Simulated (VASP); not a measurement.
# LiH3 (Im-3m) in VASP: further runs

Runs on LiH3. Level: PBE. Tasks: single point, relaxation of cell and atoms.

Program: VASP 6.6.1. These are calculated values, not measurements. Logs are shortened: lines on timing, memory, paths and dates and some standing lists are left out, and cuts for length are marked.

### Step 1. The cell of the first run

The structure is cubic, space group Im-3m (No. 229). The conventional cell has a = 3.538 Å, b = 3.538 Å, c = 3.538 Å, α = 90.00°, β = 90.00°, γ = 90.00°. Li (site symmetry m-3m) has 6 H at 1.77 Å within 2.3 Å. Within 2.3 Å of H (site symmetry 4/mmm) lie 2 Li at 1.77 Å and 4 H at 1.77 Å.

### Step 2. Single point, PBE

File INCAR:

```
PREC = Accurate ; ENCUT = 520
EDIFF = 1E-6 ; ISMEAR = 0
SIGMA = 0.1 ; LREAL = F
LASPH = T ; NELM = 80
ALGO = Normal ; ISIF = 2
LWAVE = F ; LCHARG = F
GGA = PE ; NBANDS = 11
```

File KPOINTS:

```
regular mesh
0
Gamma
  6 6 6
```

File POSCAR:

```
LiH3
1.0
   -1.7687892387      1.7687892387      1.7687892387
    1.7687892387     -1.7687892387      1.7687892387
    1.7687892387      1.7687892387     -1.7687892387
Li H
1 3
Direct
    0.0000000000      0.0000000000      0.0000000000
    0.0000000000      0.5000000000      0.5000000000
    0.5000000000      0.0000000000      0.5000000000
    0.5000000000      0.5000000000      0.0000000000
```

Potentials or basis: VASP PAW PBE potentials, release 64 (Li_sv, H).

Launch:

```sh
cat potpaw_PBE.64/Li_sv/POTCAR potpaw_PBE.64/H/POTCAR > POTCAR
mpirun -np 1 vasp_std > vasp.out
```

OUTCAR:

```text
PREC = Accurate
   ENCUT = 520
   EDIFF = 1E-6
   ISMEAR = 0
   LREAL = F
   LASPH = T
   NELM = 80
   ISIF = 2
   GGA = PE

 ion  position               nearest neighbor table
   1  0.000  0.000  0.000-
   2  0.000  0.500  0.500-
   3  0.500  0.000  0.500-
   4  0.500  0.500  0.000-

  LATTYP: Found a body centered cubic cell.
 ALAT       =     3.5375784774

  Lattice vectors:

 A1 = (  -1.7687892387,   1.7687892387,   1.7687892387)
 A2 = (   1.7687892387,  -1.7687892387,   1.7687892387)
 A3 = (   1.7687892387,   1.7687892387,  -1.7687892387)

Analysis of symmetry for initial positions (statically):
=====================================================================
 Subroutine PRICEL returns:
 Original cell was already a primitive cell.

 Routine SETGRP: Setting up the symmetry group for a
 body centered cubic supercell.

 Subroutine GETGRP returns: Found 48 space group operations
 (whereof 48 operations were pure point group operations)
 out of a pool of 48 trial point group operations.

The static configuration has the point symmetry O_h .

Analysis of symmetry for dynamics (positions and initial velocities):
=====================================================================
 Subroutine PRICEL returns:
 Original cell was already a primitive cell.

 Routine SETGRP: Setting up the symmetry group for a
 body centered cubic supercell.

 Subroutine GETGRP returns: Found 48 space group operations
 (whereof 48 operations were pure point group operations)
 out of a pool of 48 trial point group operations.

The dynamic configuration has the point symmetry O_h .

 Subroutine INISYM returns: Found 48 space group operations
 (whereof 48 operations are pure point group operations),
 and found     1 'primitive' translations

----------------------------------------------------------------------------------------

                                     Primitive cell

  volume of cell :      22.1354

  direct lattice vectors                    reciprocal lattice vectors
    -1.768789239  1.768789239  1.768789239     0.000000000  0.282679241  0.282679241
     1.768789239 -1.768789239  1.768789239     0.282679241  0.000000000  0.282679241
     1.768789239  1.768789239 -1.768789239     0.282679241  0.282679241  0.000000000

  length of vectors
     3.063632829  3.063632829  3.063632829     0.399768817  0.399768817  0.399768817

  position of ions in fractional coordinates (direct lattice)
     0.000000000  0.000000000  0.000000000
     0.000000000  0.500000000  0.500000000
     0.500000000  0.000000000  0.500000000
     0.500000000  0.500000000  0.000000000

  ion indices of the primitive-cell ions
   primitive index   ion index
                 1           1
                 2           2
                 3           3
                 4           4

----------------------------------------------------------------------------------------

 KPOINTS: regular mesh

Automatic generation of k-mesh.
 Grid dimensions read from file:
 generate k-points for:    6    6    6

 Generating k-lattice:

  Cartesian coordinates                     Fractional coordinates (reciprocal lattice)
     0.000000000  0.047113207  0.047113207     0.166666667  0.000000000  0.000000000
     0.047113207  0.000000000  0.047113207     0.000000000  0.166666667  0.000000000
     0.047113207  0.047113207  0.000000000     0.000000000  0.000000000  0.166666667

  Length of vectors
     0.066628136  0.066628136  0.066628136

  Shift w.r.t. Gamma in fractional coordinates (k-lattice)
     0.000000000  0.000000000  0.000000000

 Subroutine IBZKPT returns following result:
 ===========================================

 Found     16 irreducible k-points:

 Following reciprocal coordinates:
            Coordinates               Weight
  0.000000  0.000000  0.000000      1.000000
  0.166667  0.000000  0.000000     12.000000
  0.333333  0.000000  0.000000     12.000000
  0.500000  0.000000  0.000000      6.000000
  0.166667  0.166667  0.000000     24.000000
  0.333333  0.166667  0.000000     48.000000
[... 8 lines left out ...]
  0.500000  0.500000  0.333333     12.000000
  0.500000  0.500000  0.500000      1.000000
   k-points           NKPTS =     16   k-points in BZ     NKDIM =     16   number of bands    NBANDS=     11
   number of dos      NEDOS =    301   number of ions     NIONS =      4
   total plane-waves  NPLWV =  13824
   dimension x,y,z NGX =    24 NGY =   24 NGZ =   24
   dimension x,y,z NGXF=    48 NGYF=   48 NGZF=   48
   ions per type =               1   3
   NGX,Y,Z   is equivalent  to a cutoff of  13.02, 13.02, 13.02 a.u.
   NGXF,Y,Z  is equivalent  to a cutoff of  26.05, 26.05, 26.05 a.u.
 SYSTEM =  unknown system
   PREC   = accura    normal or accurate (medium, high low for compatibility)
   ISTART =      0    job   : 0-new  1-cont  2-samecut
   ICHARG =      2    charge: 1-file 2-atom 10-const
   ISPIN  =      1    spin polarized calculation?
   LNONCOLLINEAR =      F non collinear calculations
   LSORBIT =      F    spin-orbit coupling
   LASPH  =      T    aspherical Exc in radial PAW
   ENCUT  =  520.0 eV  38.22 Ry    6.18 a.u.   5.70  5.70  5.70*2*pi/ulx,y,z
   NELM   =     80;   NELMIN=  2; NELMDL= -5     # of ELM steps
   EDIFF  = 0.1E-05   stopping-criterion for ELM
   LREAL  =      F    real-space projection
   EDIFFG = 0.1E-04   stopping-criterion for IOM
   NSW    =      0    number of steps for IOM
   IBRION =     -1    ionic relax: 0-MD 1-quasi-New 2-CG
   NFREE  =      0    steps in history (QN), initial steepest desc. (CG)
   ISIF   =      2    stress and relaxation
   ISYM   =      2    0-nonsym 1-usesym 2-fastsym
   POTIM  = 0.5000    time-step for ionic-motion
   TEBEG  =    0.0;   TEEND  =   0.0 temperature during run
   PSTRESS=    0.0 pullay stress
   NELECT =       6.0000    total number of electrons
   NUPDOWN=      -1.0000    fix difference up-down
   EMIN   =  10.00;   EMAX   =-10.00  energy-range for DOS
   EFERMI =   0.00;   METHOD = LEGACY
   ISMEAR =     0;   SIGMA  =   0.10  broadening in eV -4-tet -1-fermi 0-gaus
   EFERMI_NEDOS =   21; number of points for ismear=-14 and -15
   IALGO  =     38    algorithm
   IMIX   =      4    mixing-type and parameters
     AMIX     =   0.40;   BMIX     =  1.00
     AMIX_MAG =   1.60;   BMIX_MAG =  1.00
  volume/ion in A,a.u.               =       5.53        37.34
  Fermi-wavevector in a.u.,A,eV,Ry     =   1.059487  2.002141 15.272726  1.122514
  Thomas-Fermi vector in A             =   2.194835
   LORBIT       =      0    0 simple, 1 ext, 2 COOP (PROOUT), +10 PAW based schemes
   GGA     = PE    functional components
   LHFCALC =     F    Hartree Fock is set to
   AEXX    =    0.0000 exact exchange contribution
   IVDW    =     0    specifies the selected vdW correction
   LEPSILON=     F    determine dielectric tensor
   LRPA    =     F    only Hartree local field effects (RPA)
 non-spin polarized calculation
 Gauss-broadening in eV      SIGMA  =   0.10
  energy-cutoff  :      520.00
  volume of cell :       22.14
 maximum number of plane-waves:       610
   NGX = 11   NGY = 11   NGZ = 11

 number of electron       5.9999996 magnetization

 Free energy of the ion-electron system (eV)
  ---------------------------------------------------
  ext. energy  EPLUGINS =         0.00000000
  ---------------------------------------------------
  free energy    TOTEN  =        -9.76420420 eV

  energy without entropy =       -9.75824572  energy(sigma->0) =       -9.76122496

 E-fermi :   1.7694     XC(G=0):  -9.3413

 val. band max:        1.7469088488   @ k =   0.1667   0.1667   0.0000
 cond. band min:       2.2301718313   @ k =   0.3333   0.1667   0.0000
 fundamental gap:      0.4832629825
 Fermi energy:         1.7694400543

 k-point     1 :       0.0000    0.0000    0.0000
  band No.  band energies     occupation
      1     -44.2057      2.00000
      2      -8.3277      2.00000
      3       5.6494      0.00000
      4       5.6494      0.00000
      5      13.9086      0.00000
      6      13.9086      0.00000
      7      13.9086      0.00000
      8      16.8058      0.00000
      9      16.8058      0.00000
     10      16.8058      0.00000
     11      18.6389      0.00000

 k-point     2 :       0.1667    0.0000    0.0000
  band No.  band energies     occupation
      1     -44.2010      2.00000
      2      -7.8355      2.00000
      3       3.9694      0.00000
      4       4.8464      0.00000
      5      12.2877      0.00000
      6      12.3741      0.00000
      7      14.2820      0.00000
      8      15.1432      0.00000
      9      16.8434      0.00000
     10      18.2374      0.00000
     11      21.5140      0.00000

 k-point     3 :       0.3333    0.0000    0.0000
  band No.  band energies     occupation
      1     -44.1917      2.00000
      2      -6.4027      2.00000
      3       0.4050      2.00000
      4       3.6784      0.00000
      5      10.5669      0.00000
      6      11.7424      0.00000
      7      12.3277      0.00000
      8      17.5323      0.00000
      9      17.8749      0.00000
     10      21.3015      0.00000
     11      22.3789      0.00000
[... 155 lines left out ...]
 k-point    15 :       0.5000    0.5000    0.3333
  band No.  band energies     occupation
      1     -44.1795      2.00000
      2      -2.8281      2.00000
      3      -1.7539      2.00000
      4       3.9745      0.00000
      5       5.4983      0.00000
      6       7.3291      0.00000
      7       7.5414      0.00000
      8      21.0294      0.00000
      9      21.6044      0.00000
     10      25.0176      0.00000
     11      25.8152      0.00000

 k-point    16 :       0.5000    0.5000    0.5000
  band No.  band energies     occupation
      1     -44.1770      2.00000
      2      -1.5977      2.00000
      3      -1.5977      2.00000
      4       4.8460      0.00000
      5       4.8460      0.00000
      6       4.8460      0.00000
      7       5.5791      0.00000
      8      24.6706      0.00000
      9      25.1823      0.00000
     10      25.1823      0.00000
     11      25.1823      0.00000

------------------------ aborting loop because EDIFF is reached ----------------------------------------

  FORCE on cell =-STRESS in cart. coord.  units (eV):
  Direction    XX          YY          ZZ          XY          YZ          ZX
  --------------------------------------------------------------------------------------
  -------------------------------------------------------------------------------------
  Total       -0.0302549     -0.0302549     -0.0302549     -0.0000000      0.0000000     -0.0000000
  in kB       -2.1898704     -2.1898704     -2.1898704     -0.0000000      0.0000000     -0.0000000
  external PRESSURE =      -2.1898704 kB  Pullay stress =       0.0000000 kB

 VOLUME and BASIS-vectors are now :
 -----------------------------------------------------------------------------
  energy-cutoff  :      520.00
  volume of cell :       22.14
      direct lattice vectors                 reciprocal lattice vectors
    -1.768789239  1.768789239  1.768789239     0.000000000  0.282679241  0.282679241
     1.768789239 -1.768789239  1.768789239     0.282679241  0.000000000  0.282679241
     1.768789239  1.768789239 -1.768789239     0.282679241  0.282679241  0.000000000

 POSITION                                       TOTAL-FORCE (eV/Angst)
 -----------------------------------------------------------------------------------
      0.00000      0.00000      0.00000         0.000000     -0.000000     -0.000000
      1.76879      0.00000      0.00000         0.000000      0.000000      0.000000
      0.00000      1.76879      0.00000        -0.000000     -0.000000     -0.000000
      0.00000      0.00000      1.76879        -0.000000     -0.000000      0.000000
 -----------------------------------------------------------------------------------
    total drift:                               -0.000000      0.000000      0.000000

  FREE ENERGIE OF THE ION-ELECTRON SYSTEM (eV)
  ---------------------------------------------------
  free  energy   TOTEN  =        -9.7642042012 eV

  energy  without entropy=       -9.7582457228  energy(sigma->0) =       -9.76122496
```

It took 2.6 s on 1 thread of Intel Xeon 6975P-C (Granite Rapids), shared host; peak memory 0.13 GiB.

Results:

```yaml
Free_energy: -9.7642 eV
Band_gap_on_the_k_mesh: zero (band 3 reaches 5.65 eV, above the bottom of band 4 at -0.18 eV)
```

Levels at points of the mesh, in eV from the Fermi level:
```csv
k point,band 1,band 2,band 3,band 4,band 5,band 6,band 7,band 8
"(0.00, 0.00, 0.00)",-45.98,-10.10,3.88,3.88,12.14,12.14,12.14,15.04
"(0.50, 0.00, 0.00)",-45.96,-6.67,-3.78,1.45,8.19,9.90,10.12,15.52
"(0.50, 0.50, 0.50)",-45.95,-3.37,-3.37,3.08,3.08,3.08,3.81,22.90
```

Caveat: the k points lie up to 0.42 Å⁻¹ apart; the cutoff is under 1.25 times the usual one of these potentials, so pressure, stress and relaxed cells hold a basis-set (Pulay) error.

### Step 3. Single point, PBE

This run uses another cell than the first one, of 7.74 Å³/atom, 1.398 times its volume.

File INCAR:

```
PREC = Accurate
ENCUT = 520
EDIFF = 1E-6
ISMEAR = 0
SIGMA = 0.1
LREAL = F
LASPH = T
NELM = 100
ALGO = Normal
ISIF = 2
LWAVE = F
LCHARG = F
GGA = PE
NBANDS = 11
```

File KPOINTS:

```
Automatic mesh
0
Gamma
  6 6 6
```

File POSCAR:

```
LiH3
1.0
   -1.9779544100      1.9779544100      1.9779544100
    1.9779544100     -1.9779544100      1.9779544100
    1.9779544100      1.9779544100     -1.9779544100
Li H
1 3
Direct
    0.0000000000      0.0000000000      0.0000000000
    0.0000000000      0.5000000000      0.5000000000
    0.5000000000      0.0000000000      0.5000000000
    0.5000000000      0.5000000000      0.0000000000
```

Potentials or basis: VASP PAW PBE potentials, release 64 (Li_sv, H).

Launch:

```sh
cat potpaw_PBE.64/Li_sv/POTCAR potpaw_PBE.64/H/POTCAR > POTCAR
mpirun -np 1 vasp_std > vasp.out
```

Wall time 3.2 s (1 thread of Intel Xeon 6975P-C (Granite Rapids), shared host); peak memory 0.14 GiB.

The run converged. Its results:

| Quantity | Value |
| --- | --- |
| Free energy | -9.4442 eV |
| Band gap on the k mesh | zero (band 3 reaches 2.51 eV, above the bottom of band 4 at -1.53 eV) |

Levels at points of the mesh, in eV from the Fermi level:
```tsv
k point	band 1	band 2	band 3	band 4	band 5	band 6	band 7
(0.00, 0.00, 0.00)	-45.90	-7.84	2.64	2.64	10.42	10.42	10.42
(0.50, 0.00, 0.00)	-45.89	-4.99	-2.89	1.00	7.41	8.11	8.98
(0.50, 0.50, 0.50)	-45.89	-2.65	-2.65	2.45	3.43	3.43	3.43
```

Caveat: the k points lie up to 0.37 Å⁻¹ apart; the cutoff is under 1.25 times the usual one of these potentials, so pressure, stress and relaxed cells hold a basis-set (Pulay) error.

(Continued in part 2 of 2.)
